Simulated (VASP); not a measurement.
# Pt4Pb3 in VASP: single point with PBE

Aim: the single point of Pt4Pb3 with PBE.

Everything below comes from runs of VASP 6.6.1. Logs are shortened: lines on timing, memory, paths and dates and some standing lists are left out, and cuts for length are marked.

## 1. The cell of the first run

The cell holds a disordered packing, 14 atoms: a = 6.251 Å, b = 7.434 Å, c = 5.506 Å, α = 82.66°, β = 93.01°, γ = 83.82°.

## 2. Single point, PBE

File INCAR:

```
PREC = Accurate ; ENCUT = 520
EDIFF = 1E-6 ; ISMEAR = -1
SIGMA = 0.05 ; LREAL = F
LASPH = T ; NELM = 100
ALGO = Normal ; ISIF = 2
LWAVE = F ; LCHARG = T
GGA = PE ; LELF = T
LVHAR = T ; NBANDS = 95
```

File KPOINTS:

```
Automatic mesh
0
Gamma
  3 2 3
```

File POSCAR:

```
Pt4Pb3
1.0
    6.2446500000      0.2805370000      0.0707040000
    0.4699530000      7.4168440000     -0.1924810000
   -0.3895210000      0.8701580000      5.4225060000
Pb Pt
6 8
Direct
    0.6006187335      0.1738357871      0.0829542538
    0.3009092121      0.3233824416      0.4176674937
    0.4414944290      0.8912897542      0.4646873459
    0.2648901988      0.0912592753      0.8167214347
    0.2426256753      0.4342282594      0.9178922225
    0.6620001899      0.5015151541      0.2649229115
    0.6175745672      0.5895428743      0.7243626489
    0.9493746927      0.9689441349      0.0397408039
    0.8801427748      0.2755172947      0.7668694566
    0.8715556872      0.7509088227      0.4094081607
    0.1364341094      0.7789556882      0.7321295232
    0.9375820961      0.2125758720      0.3465915966
    0.5842613010      0.8278220000      0.0000430420
    0.2270933511      0.6788747894      0.2377631468
```

Potentials or basis: VASP PAW PBE potentials, release 64 (Pb_d, Pt).

Command:

```sh
$ cat potpaw_PBE.64/Pb_d/POTCAR potpaw_PBE.64/Pt/POTCAR > POTCAR
$ mpirun -np 1 vasp_std > vasp.out
```

OUTCAR:

```text
PREC = Accurate
   ENCUT = 520
   EDIFF = 1E-6
   ISMEAR = -1
   LREAL = F
   LASPH = T
   NELM = 100
   ISIF = 2
   GGA = PE

 ion  position               nearest neighbor table
   1  0.601  0.174  0.083-  12 2.56   8 2.56   9 2.63   4 2.67  13 2.68   6 2.81   5 2.83   2 2.93
                             3 3.06   7 3.46  10 3.62   2 3.99
   2  0.301  0.323  0.418-  12 2.53   4 2.65  14 2.68   5 2.76   6 2.85   1 2.93   5 3.00   3 3.21
                             9 3.36   7 3.47   4 3.93   1 3.99   6 4.08
   3  0.441  0.891  0.465-  14 2.58   7 2.60  11 2.61   4 2.79  10 2.82  13 2.83  13 3.00   1 3.06
                             2 3.21   6 3.41   8 3.71  12 3.72   4 3.75
   4  0.265  0.091  0.817-   8 2.57   9 2.62  11 2.62   2 2.65   1 2.67   5 2.67  13 2.70   3 2.79
                            12 3.19  14 3.64   3 3.75  12 3.80   2 3.93
   5  0.243  0.434  0.918-  11 2.64   4 2.67  14 2.69   2 2.76   9 2.80   1 2.83   7 2.91   2 3.00
                             6 3.28  12 3.48
   6  0.662  0.502  0.265-  10 2.56  12 2.58  13 2.65   7 2.71   1 2.81   2 2.85  14 2.88   7 2.96
                             9 3.20   5 3.28   3 3.41   9 3.64   2 4.08
   7  0.618  0.590  0.724-  13 2.47   3 2.60  10 2.67   9 2.68   6 2.71   5 2.91   6 2.96  11 3.19
                             1 3.46   2 3.47  14 3.48
   8  0.949  0.969  0.040-  10 2.54   9 2.55   1 2.56   4 2.57  11 2.59  13 2.62  12 2.63  14 2.69
                             3 3.71
   9  0.880  0.276  0.767-  12 2.46   8 2.55   4 2.62   1 2.63   7 2.68   5 2.80  12 3.16   6 3.20
                             2 3.36   6 3.64
  10  0.872  0.751  0.409-  11 2.41  14 2.49   8 2.54   6 2.56   7 2.67  13 2.77   3 2.82  12 3.48
                             1 3.62
  11  0.136  0.779  0.732-  10 2.41   8 2.59   3 2.61   4 2.62   5 2.64  14 2.80  14 2.98  13 3.17
                             7 3.19
  12  0.938  0.213  0.347-   9 2.46   2 2.53   1 2.56   6 2.58   8 2.63   9 3.16   4 3.19   5 3.48
                            10 3.48   3 3.72   4 3.80
  13  0.584  0.828  0.000-   7 2.47   8 2.62   6 2.65   1 2.68   4 2.70  10 2.77   3 2.83  14 2.90
                             3 3.00  11 3.17
  14  0.227  0.679  0.238-  10 2.49   3 2.58   2 2.68   5 2.69   8 2.69  11 2.80   6 2.88  13 2.90
                            11 2.98   7 3.48   4 3.64

  LATTYP: Found a triclinic cell.
 ALAT       =     5.5056764230
 B/A-ratio  =     1.5518712642
 C/A-ratio  =     1.3502809682
 COS(alpha) =     0.0035463323
 COS(beta)  =     0.1277057131
 COS(gamma) =     0.6827523404

  Lattice vectors:

 A1 = (   0.3895210000,  -0.8701580000,  -5.4225060000)
 A2 = (   6.6341710000,  -0.5896210000,  -5.3518020000)
 A3 = (  -0.4699530000,  -7.4168440000,   0.1924810000)

Analysis of symmetry for initial positions (statically):
=====================================================================
 Subroutine PRICEL returns:
 Original cell was already a primitive cell.

 Routine SETGRP: Setting up the symmetry group for a
 triclinic supercell.

 Subroutine GETGRP returns: Found  1 space group operations
 (whereof  1 operations were pure point group operations)
 out of a pool of  2 trial point group operations.

The static configuration has the point symmetry C_1 .

Analysis of symmetry for dynamics (positions and initial velocities):
=====================================================================
 Subroutine PRICEL returns:
 Original cell was already a primitive cell.

 Routine SETGRP: Setting up the symmetry group for a
 triclinic supercell.

 Subroutine GETGRP returns: Found  1 space group operations
 (whereof  1 operations were pure point group operations)
 out of a pool of  2 trial point group operations.

The dynamic configuration has the point symmetry C_1 .

 Subroutine INISYM returns: Found  1 space group operations
 (whereof  1 operations are pure point group operations),
 and found     1 'primitive' translations

----------------------------------------------------------------------------------------

                                     Primitive cell

  volume of cell :     251.7318

  direct lattice vectors                    reciprocal lattice vectors
     6.244650000  0.280537000  0.070704000     0.160430140 -0.009825328  0.013101045
     0.469953000  7.416844000 -0.192481000    -0.005798591  0.134624195 -0.022019891
    -0.389521000  0.870158000  5.422506000    -0.002297678  0.004906825  0.183464120

  length of vectors
     6.251348150  7.434210091  5.505676423     0.161263772  0.136536344  0.183544108

  position of ions in fractional coordinates (direct lattice)
     0.600618733  0.173835787  0.082954254
     0.300909212  0.323382442  0.417667494
     0.441494429  0.891289754  0.464687346
     0.264890199  0.091259275  0.816721435
     0.242625675  0.434228259  0.917892223
     0.662000190  0.501515154  0.264922912
     0.617574567  0.589542874  0.724362649
     0.949374693  0.968944135  0.039740804
     0.880142775  0.275517295  0.766869457
     0.871555687  0.750908823  0.409408161
     0.136434109  0.778955688  0.732129523
     0.937582096  0.212575872  0.346591597
     0.584261301  0.827822000  0.000043042
     0.227093351  0.678874789  0.237763147

  ion indices of the primitive-cell ions
   primitive index   ion index
                 1           1
                 2           2
                 3           3
                 4           4
                 5           5
                 6           6
                 7           7
                 8           8
                 9           9
                10          10
                11          11
                12          12
                13          13
                14          14

----------------------------------------------------------------------------------------

 KPOINTS: Automatic mesh

Automatic generation of k-mesh.
 Grid dimensions read from file:
 generate k-points for:    3    2    3

 Generating k-lattice:

  Cartesian coordinates                     Fractional coordinates (reciprocal lattice)
     0.053476713 -0.003275109  0.004367015     0.333333333 -0.000000000 -0.000000000
    -0.002899296  0.067312098 -0.011009946    -0.000000000  0.500000000 -0.000000000
    -0.000765893  0.001635608  0.061154707     0.000000000 -0.000000000  0.333333333

  Length of vectors
     0.053754591  0.068268172  0.061181369

  Shift w.r.t. Gamma in fractional coordinates (k-lattice)
     0.000000000  0.000000000  0.000000000

 Subroutine IBZKPT returns following result:
 ===========================================

 Found     10 irreducible k-points:

 Following reciprocal coordinates:
            Coordinates               Weight
  0.000000  0.000000  0.000000      1.000000
  0.333333  0.000000  0.000000      2.000000
  0.000000  0.500000  0.000000      1.000000
  0.333333  0.500000  0.000000      2.000000
  0.000000  0.000000  0.333333      2.000000
  0.333333  0.000000  0.333333      2.000000
 -0.333333 -0.000000  0.333333      2.000000
  0.000000  0.500000  0.333333      2.000000
  0.333333  0.500000  0.333333      2.000000
 -0.333333  0.500000  0.333333      2.000000
   k-points           NKPTS =     10   k-points in BZ     NKDIM =     10   number of bands    NBANDS=     95
   number of dos      NEDOS =    301   number of ions     NIONS =     14
   total plane-waves  NPLWV = 112896
   dimension x,y,z NGX =    48 NGY =   56 NGZ =   42
   dimension x,y,z NGXF=    96 NGYF=  112 NGZF=   84
   ions per type =               6   8
   NGX,Y,Z   is equivalent  to a cutoff of  12.76, 12.52, 12.68 a.u.
   NGXF,Y,Z  is equivalent  to a cutoff of  25.53, 25.05, 25.36 a.u.
 SYSTEM =  unknown system
   PREC   = accura    normal or accurate (medium, high low for compatibility)
   ISTART =      0    job   : 0-new  1-cont  2-samecut
   ICHARG =      2    charge: 1-file 2-atom 10-const
   ISPIN  =      1    spin polarized calculation?
   LNONCOLLINEAR =      F non collinear calculations
   LSORBIT =      F    spin-orbit coupling
   LASPH  =      T    aspherical Exc in radial PAW
   ENCUT  =  520.0 eV  38.22 Ry    6.18 a.u.  11.62 13.82 10.24*2*pi/ulx,y,z
   NELM   =    100;   NELMIN=  2; NELMDL= -5     # of ELM steps
   EDIFF  = 0.1E-05   stopping-criterion for ELM
   LREAL  =      F    real-space projection
   EDIFFG = 0.1E-04   stopping-criterion for IOM
   NSW    =      0    number of steps for IOM
   IBRION =     -1    ionic relax: 0-MD 1-quasi-New 2-CG
   NFREE  =      0    steps in history (QN), initial steepest desc. (CG)
   ISIF   =      2    stress and relaxation
   ISYM   =      2    0-nonsym 1-usesym 2-fastsym
   POTIM  = 0.5000    time-step for ionic-motion
   TEBEG  =    0.0;   TEEND  =   0.0 temperature during run
   PSTRESS=    0.0 pullay stress
   NELECT =     164.0000    total number of electrons
   NUPDOWN=      -1.0000    fix difference up-down
   EMIN   =  10.00;   EMAX   =-10.00  energy-range for DOS
   EFERMI =   0.00;   METHOD = LEGACY
   ISMEAR =    -1;   SIGMA  =   0.05  broadening in eV -4-tet -1-fermi 0-gaus
   EFERMI_NEDOS =   21; number of points for ismear=-14 and -15
   IALGO  =     38    algorithm
   IMIX   =      4    mixing-type and parameters
     AMIX     =   0.40;   BMIX     =  1.00
     AMIX_MAG =   1.60;   BMIX_MAG =  1.00
  volume/ion in A,a.u.               =      17.98       121.34
  Fermi-wavevector in a.u.,A,eV,Ry     =   1.419199  2.681898 27.403860  2.014127
  Thomas-Fermi vector in A             =   2.540245
   LORBIT       =      0    0 simple, 1 ext, 2 COOP (PROOUT), +10 PAW based schemes
   GGA     = PE    functional components
   LHFCALC =     F    Hartree Fock is set to
   AEXX    =    0.0000 exact exchange contribution
   IVDW    =     0    specifies the selected vdW correction
   LEPSILON=     F    determine dielectric tensor
   LRPA    =     F    only Hartree local field effects (RPA)
 non-spin polarized calculation
  energy-cutoff  :      520.00
  volume of cell :      251.73
 maximum number of plane-waves:      6801
 NGX is ok and might be reduce to    48
   NGX = 23   NGY = 27   NGZ = 21

 number of electron     164.0000001 magnetization

 Free energy of the ion-electron system (eV)
  ---------------------------------------------------
  ext. energy  EPLUGINS =         0.00000000
  ---------------------------------------------------
  free energy    TOTEN  =       -57.00606937 eV

  energy without entropy =      -56.94301496  energy(sigma->0) =      -56.97454217

 E-fermi :  11.2688     XC(G=0): -12.4739

 val. band max:       11.2438981443   @ k =   0.3333   0.5000   0.0000
 cond. band min:      11.2886307091   @ k =   0.0000   0.0000   0.3333
 fundamental gap:      0.0447325647
 Fermi energy:        11.2688323462

 k-point     1 :       0.0000    0.0000    0.0000
  band No.  band energies     occupation
      1      -7.4808      2.00000
      2      -7.3084      2.00000
      3      -7.2038      2.00000
      4      -7.0407      2.00000
      5      -6.9719      2.00000
      6      -6.9047      2.00000
[... 86 lines left out ...]
     93      14.9233      0.00000
     94      15.0346      0.00000

 k-point     2 :       0.3333    0.0000    0.0000
  band No.  band energies     occupation
      1      -7.4773      2.00000
      2      -7.3006      2.00000
      3      -7.2068      2.00000
      4      -7.0454      2.00000
      5      -6.9812      2.00000
      6      -6.8947      2.00000
[... 765 lines left out ...]
     93      15.4074      0.00000
     94      15.8044      0.00000

 k-point    10 :      -0.3333    0.5000    0.3333
  band No.  band energies     occupation
      1      -7.4236      2.00000
      2      -7.3408      2.00000
      3      -7.2321      2.00000
      4      -7.1204      2.00000
      5      -7.0102      2.00000
      6      -6.8388      2.00000
[... 86 lines left out ...]
     93      15.5513      0.00000
     94      15.7239      0.00000
 [bands above 94 left out]

------------------------ aborting loop because EDIFF is reached ----------------------------------------

  FORCE on cell =-STRESS in cart. coord.  units (eV):
  Direction    XX          YY          ZZ          XY          YZ          ZX
  --------------------------------------------------------------------------------------
  -------------------------------------------------------------------------------------
  Total       69.7993328     84.9730146     73.3453712      1.6548174      5.4017227      0.4760448
  in kB      444.2462284    540.8209469    466.8154154     10.5322842     34.3799124      3.0298440
  external PRESSURE =     483.9608636 kB  Pullay stress =       0.0000000 kB

 VOLUME and BASIS-vectors are now :
 -----------------------------------------------------------------------------
  energy-cutoff  :      520.00
  volume of cell :      251.73
      direct lattice vectors                 reciprocal lattice vectors
     6.244650000  0.280537000  0.070704000     0.160430140 -0.009825328  0.013101045
     0.469953000  7.416844000 -0.192481000    -0.005798591  0.134624195 -0.022019891
    -0.389521000  0.870158000  5.422506000    -0.002297678  0.004906825  0.183464120

 POSITION                                       TOTAL-FORCE (eV/Angst)
 -----------------------------------------------------------------------------------
      3.80004      1.52999      0.45883         0.702388     -0.608400      0.414812
      1.86836      2.84633      2.22383         0.677633      1.422797      0.639957
      2.99484      7.13876      2.37943         1.846932      1.143827     -1.369148
      1.37890      1.46184      4.42984        -1.343565     -3.256548      1.001224
      1.36164      4.08738      4.91085        -2.004415      4.039244     -2.082025
      4.26645      4.13590      1.38682         1.377029      1.171966     -0.001780
      3.85144      5.17611      3.85805         0.427618     -2.958089      0.549255
      6.36839      7.48742      0.09612         1.096041     -1.736058      0.813192
      5.32695      2.95768      4.16755        -1.209783      2.565101      0.126656
      5.63598      6.17013      2.13711        -1.905251      0.690129      0.153886
      0.93288      6.45274      3.82969         0.052543     -1.279818      1.194614
      5.81977      2.14126      1.90477         0.370776     -1.650614     -0.803474
      4.03753      6.30377     -0.11780        -0.630797      0.485617      0.345628
      1.64454      5.30571      1.17466         0.542850     -0.029154     -0.982796
 -----------------------------------------------------------------------------------
    total drift:                                0.000532      0.000047      0.001187

  FREE ENERGIE OF THE ION-ELECTRON SYSTEM (eV)
  ---------------------------------------------------
  free  energy   TOTEN  =       -57.0060693732 eV

  energy  without entropy=      -56.9430149587  energy(sigma->0) =      -56.97454217
```

Run time: 3.9 min. Hardware: 1 thread of AMD EPYC 7R13 (Zen 3), shared host; peak memory 0.4 GiB.

Results:

```
Free energy            : -57.0061 eV
Pressure               : 48.4 GPa
Largest force          : 4.967 eV/Å
Band gap on the k mesh : zero (bands 82 and 83 overlap by 0.08 eV)
```

Forces in eV/Å, atoms in the order of the input:
```
Pb   0.702 -0.608  0.415
Pb   0.678  1.423  0.640
Pb   1.847  1.144 -1.369
Pb  -1.344 -3.257  1.001
Pb  -2.004  4.039 -2.082
Pb   1.377  1.172 -0.002
Pt   0.428 -2.958  0.549
Pt   1.096 -1.736  0.813
Pt  -1.210  2.565  0.127
Pt  -1.905  0.690  0.154
Pt   0.053 -1.280  1.195
Pt   0.371 -1.651 -0.803
Pt  -0.631  0.486  0.346
Pt   0.543 -0.029 -0.983
```

Stress tensor (GPa, compression positive):
```
44.42  1.05  0.30
 1.05 54.08  3.44
 0.30  3.44 46.68
```

Caveat: the k points lie up to 0.43 Å⁻¹ apart; spin-orbit coupling is left out, which moves the levels of the heavy elements.

The gap in the log of VASP goes by the Fermi energy; the results here count the filled bands.